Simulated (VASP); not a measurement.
# GaAsSe3 (R-3m) in VASP: single point with PBE

Aim: the single point of GaAsSe3 with PBE.

Everything below comes from runs of VASP 6.6.1. Logs are shortened: lines on timing, memory, paths and dates and some standing lists are left out, and cuts for length are marked.

### Step 1. The cell of the first run

It takes space group R-3m (No. 166, trigonal). The conventional cell has a = 5.830 Å, b = 5.830 Å, c = 12.832 Å, α = 90.00°, β = 90.00°, γ = 120.00°. Ga (site symmetry -3m) has 6 Se at 2.72 Å within 3.6 Å. As (site symmetry -3m) has 6 Se at 2.92 Å within 3.8 Å. Within 3.6 Å of Se (site symmetry 2/m) lie 2 Ga at 2.72 Å and 4 Se at 2.92 Å and 2 As at 2.92 Å.

### Step 2. Single point, PBE

INCAR

```
SYSTEM = GaAsSe3
  PREC = Accurate
  ENCUT = 500
  EDIFF = 1E-6
  ISMEAR = 0
  SIGMA = 0.15
  LREAL = .FALSE.
  LASPH = .TRUE.
  NELM = 120
  ALGO = Normal
  ISIF = 2
  LWAVE = .FALSE.
  LCHARG = .TRUE.
  GGA = PE
  LELF = .TRUE.
  LVHAR = .TRUE.
  NBANDS = 26
  GGA_COMPAT = .FALSE.
```

KPOINTS

```
Automatic mesh
0
G
  3 3 3
  0 0 0
```

POSCAR

```
GaAsSe3
1.0
    2.9152122197      1.6830985573      4.2774446438
   -2.9152122197      1.6830985573      4.2774446438
    0.0000000000     -3.3661971221      4.2774446408
Ga As Se
1 1 3
Direct
    0.5000000000      0.5000000000      0.5000000000
    0.0000000000      0.0000000000      0.0000000000
    0.0000000000      0.5000000000      0.5000000000
    0.5000000000      0.0000000000      0.5000000000
    0.5000000000      0.5000000000      0.0000000000
```

Potentials or basis: VASP PAW PBE potentials, release 64 (Ga_d, As, Se).

Run with:

```
$ cat potpaw_PBE.64/Ga_d/POTCAR potpaw_PBE.64/As/POTCAR potpaw_PBE.64/Se/POTCAR > POTCAR
$ mpirun -np 1 vasp_std > vasp.out
```

OUTCAR:

```text
SYSTEM = GaAsSe3
   PREC = Accurate
   ENCUT = 500
   EDIFF = 1E-6
   ISMEAR = 0
   LREAL = .FALSE.
   LASPH = .TRUE.
   NELM = 120
   ISIF = 2
   GGA = PE

 ion  position               nearest neighbor table
   1  0.500  0.500  0.500-   5 2.72   5 2.72   3 2.72   4 2.72   4 2.72   3 2.72
   2  0.000  0.000  0.000-
   3  0.000  0.500  0.500-   1 2.72   1 2.72
   4  0.500  0.000  0.500-   1 2.72   1 2.72
   5  0.500  0.500  0.000-   1 2.72   1 2.72

  LATTYP: Found a trigonal (rhomboedric) cell.
 ALAT       =     5.4431439188
 COS(alpha) =     0.4263186753

  Lattice vectors:

 A1 = (   2.9152122197,   1.6830985573,   4.2774446438)
 A2 = (  -2.9152122197,   1.6830985573,   4.2774446438)
 A3 = (   0.0000000000,  -3.3661971221,   4.2774446408)

Analysis of symmetry for initial positions (statically):
=====================================================================
 Subroutine PRICEL returns:
 Original cell was already a primitive cell.

 Routine SETGRP: Setting up the symmetry group for a
 trigonal (rhombohedral) supercell.

 Subroutine GETGRP returns: Found 12 space group operations
 (whereof 12 operations were pure point group operations)
 out of a pool of 12 trial point group operations.

The static configuration has the point symmetry D_3d.

Analysis of symmetry for dynamics (positions and initial velocities):
=====================================================================
 Subroutine PRICEL returns:
 Original cell was already a primitive cell.

 Routine SETGRP: Setting up the symmetry group for a
 trigonal (rhombohedral) supercell.

 Subroutine GETGRP returns: Found 12 space group operations
 (whereof 12 operations were pure point group operations)
 out of a pool of 12 trial point group operations.

The dynamic configuration has the point symmetry D_3d.

 Subroutine INISYM returns: Found 12 space group operations
 (whereof 12 operations are pure point group operations),
 and found     1 'primitive' translations

----------------------------------------------------------------------------------------

                                     Primitive cell

  volume of cell :     125.9260

  direct lattice vectors                    reciprocal lattice vectors
     2.915212220  1.683098557  4.277444644     0.171514100  0.099023712  0.077928147
[... 72 lines left out ...]
   NELM   =    120;   NELMIN=  2; NELMDL= -5     # of ELM steps
   EDIFF  = 0.1E-05   stopping-criterion for ELM
   LREAL  =      F    real-space projection
   EDIFFG = 0.1E-04   stopping-criterion for IOM
   NSW    =      0    number of steps for IOM
   IBRION =     -1    ionic relax: 0-MD 1-quasi-New 2-CG
   NFREE  =      0    steps in history (QN), initial steepest desc. (CG)
   ISIF   =      2    stress and relaxation
   ISYM   =      2    0-nonsym 1-usesym 2-fastsym
   POTIM  = 0.5000    time-step for ionic-motion
   TEBEG  =    0.0;   TEEND  =   0.0 temperature during run
   PSTRESS=    0.0 pullay stress
   NELECT =      36.0000    total number of electrons
   NUPDOWN=      -1.0000    fix difference up-down
   EMIN   =  10.00;   EMAX   =-10.00  energy-range for DOS
   EFERMI =   0.00;   METHOD = LEGACY
   ISMEAR =     0;   SIGMA  =   0.15  broadening in eV -4-tet -1-fermi 0-gaus
   EFERMI_NEDOS =   21; number of points for ismear=-14 and -15
   IALGO  =     38    algorithm
   IMIX   =      4    mixing-type and parameters
     AMIX     =   0.40;   BMIX     =  1.00
     AMIX_MAG =   1.60;   BMIX_MAG =  1.00
  volume/ion in A,a.u.               =      25.19       169.96
  Fermi-wavevector in a.u.,A,eV,Ry     =   1.078460  2.037993 15.824597  1.163075
  Thomas-Fermi vector in A             =   2.214399
   LORBIT       =      0    0 simple, 1 ext, 2 COOP (PROOUT), +10 PAW based schemes
   GGA     = PE    functional components
   LHFCALC =     F    Hartree Fock is set to
   AEXX    =    0.0000 exact exchange contribution
   IVDW    =     0    specifies the selected vdW correction
   LEPSILON=     F    determine dielectric tensor
   LRPA    =     F    only Hartree local field effects (RPA)
 non-spin polarized calculation
 Gauss-broadening in eV      SIGMA  =   0.15
  energy-cutoff  :      500.00
  volume of cell :      125.93
 maximum number of plane-waves:      3232
   NGX = 19   NGY = 19   NGZ = 19

 number of electron      35.9999994 magnetization

 Free energy of the ion-electron system (eV)
  ---------------------------------------------------
  ext. energy  EPLUGINS =         0.00000000
  ---------------------------------------------------
  free energy    TOTEN  =       -16.40360022 eV

  energy without entropy =      -16.34639159  energy(sigma->0) =      -16.37499591

 E-fermi :   3.1636     XC(G=0):  -9.2319

 val. band max:        3.1114439587   @ k =   0.3333   0.3333   0.0000
 cond. band min:       3.1788299664   @ k =  -0.3333   0.3333   0.0000
 fundamental gap:      0.0673860077
 Fermi energy:         3.1635705746

 k-point     1 :       0.0000    0.0000    0.0000
  band No.  band energies     occupation
      1     -12.0713      2.00000
      2     -11.4973      2.00000
      3     -11.4973      2.00000
      4     -11.3891      2.00000
      5     -11.3891      2.00000
      6     -11.2534      2.00000
[... 163 lines left out ...]
     25       7.8773      0.00000
     26      10.0136      0.00000

------------------------ aborting loop because EDIFF is reached ----------------------------------------

  FORCE on cell =-STRESS in cart. coord.  units (eV):
  Direction    XX          YY          ZZ          XY          YZ          ZX
  --------------------------------------------------------------------------------------
  -------------------------------------------------------------------------------------
  Total        0.0330502      0.0330502      0.2301074      0.0000000     -0.0000000      0.0000000
  in kB        0.4205030      0.4205030      2.9276946      0.0000000     -0.0000000      0.0000000
  external PRESSURE =       1.2562335 kB  Pullay stress =       0.0000000 kB

 VOLUME and BASIS-vectors are now :
 -----------------------------------------------------------------------------
  energy-cutoff  :      500.00
  volume of cell :      125.93
      direct lattice vectors                 reciprocal lattice vectors
     2.915212220  1.683098557  4.277444644     0.171514100  0.099023712  0.077928147
    -2.915212220  1.683098557  4.277444644    -0.171514100  0.099023712  0.077928147
     0.000000000 -3.366197122  4.277444641     0.000000000 -0.198047424  0.077928147

 POSITION                                       TOTAL-FORCE (eV/Angst)
 -----------------------------------------------------------------------------------
      0.00000     -0.00000      6.41617        -0.000000      0.000000      0.000000
      0.00000      0.00000      0.00000        -0.000000      0.000000     -0.000000
     -1.45761     -0.84155      4.27744         0.000000      0.000000     -0.000000
      1.45761     -0.84155      4.27744        -0.000000     -0.000000     -0.000000
      0.00000      1.68310      4.27744         0.000000     -0.000000     -0.000000
 -----------------------------------------------------------------------------------
    total drift:                               -0.000000      0.000000     -0.000000

  FREE ENERGIE OF THE ION-ELECTRON SYSTEM (eV)
  ---------------------------------------------------
  free  energy   TOTEN  =       -16.4036002225 eV

  energy  without entropy=      -16.3463915891  energy(sigma->0) =      -16.37499591
```

It took 43 s on 1 thread of Intel Xeon 8259CL, shared host; peak memory 0.25 GiB.

Results:

| Item | Value |
| --- | --- |
| Free energy | -16.4036 eV |
| Pressure | 0.1 GPa |
| Band gap on the k mesh | zero (band 18 reaches 4.30 eV, above the bottom of band 19 at 2.97 eV) |

Stress tensor (GPa, compression positive):
```
0.04 0.00 0.00
0.00 0.04 0.00
0.00 0.00 0.29
```

Caveat: the k points lie up to 0.45 Å⁻¹ apart.
